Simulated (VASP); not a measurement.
**Al2Cu: single point with PBE+U**

The system is Al2Cu.

```
Al Cu
1.0
     3.91145    0.00000    0.00000
     0.00000    3.91145    0.00000
     0.00000    0.00000    2.75487
Al Cu
2 1
Direct
  0.50000 0.00000 0.50000
  0.00000 0.50000 0.50000
  0.00000 0.00000 0.00000
```

* Program: VASP 6.6.1
* Task: single point
* Functional: PBE
* Potentials or basis: VASP PAW PBE potentials, release 64 (Al, Cu)
* Cutoff: 520 eV
* k mesh: 2 × 2 × 2
* Occupations: gaussian, width 0.1 eV
* Spin: no spin polarisation
* Hubbard terms: Cu d U = 7.0 eV, J = 0.84 eV

| Property | Result |
| --- | --- |
| Pressure | 15.1 GPa |

Stress tensor (GPa, compression positive):
```
 5.97  0.00  0.00
 0.00  5.97  0.00
 0.00  0.00 33.22
```

Levels at points of the mesh, in eV from the Fermi level:
```tsv
k point	band 4	band 5	band 6	band 7	band 8	band 9	band 10	band 11	band 12	band 13
(0.00, 0.00, 0.00)	-5.99	-5.61	-5.61	-2.24	-2.24	0.31	1.09	7.17	7.28	7.28
(0.50, 0.00, 0.00)	-6.17	-5.87	-5.63	-5.60	-0.69	1.72	2.10	2.61	8.75	9.25
(0.50, 0.50, 0.00)	-6.54	-5.93	-5.62	-5.62	-5.54	-3.16	9.23	9.23	10.74	11.34
(0.00, 0.00, 0.50)	-6.59	-6.31	-5.80	-4.05	2.96	2.97	2.97	3.22	3.22	3.52
(0.50, 0.00, 0.50)	-5.89	-5.66	-4.82	-3.15	-2.80	-1.91	4.23	4.77	4.94	6.39
(0.50, 0.50, 0.50)	-5.83	-5.51	-3.26	-2.15	-2.15	-0.93	-0.31	0.33	0.33	2.25
```

Eigenvalues of the final occupation matrices:
| site | spin | trace | eigenvalues |
| --- | --- | --- | --- |
| site 3 d | 1 | 4.64 | 0.91 0.92 0.92 0.94 0.96 |
| site 3 d | 2 | 4.64 | 0.91 0.92 0.92 0.94 0.96 |

It took 6.8 s on 1 thread of AMD EPYC 7R13, with other jobs on the host, peak memory 0.11 GiB.

Caveat: the k points lie up to 1.14 Å⁻¹ apart; U without spin polarisation on a metal has little footing; the U is typed as a test and isn't derived for this compound.
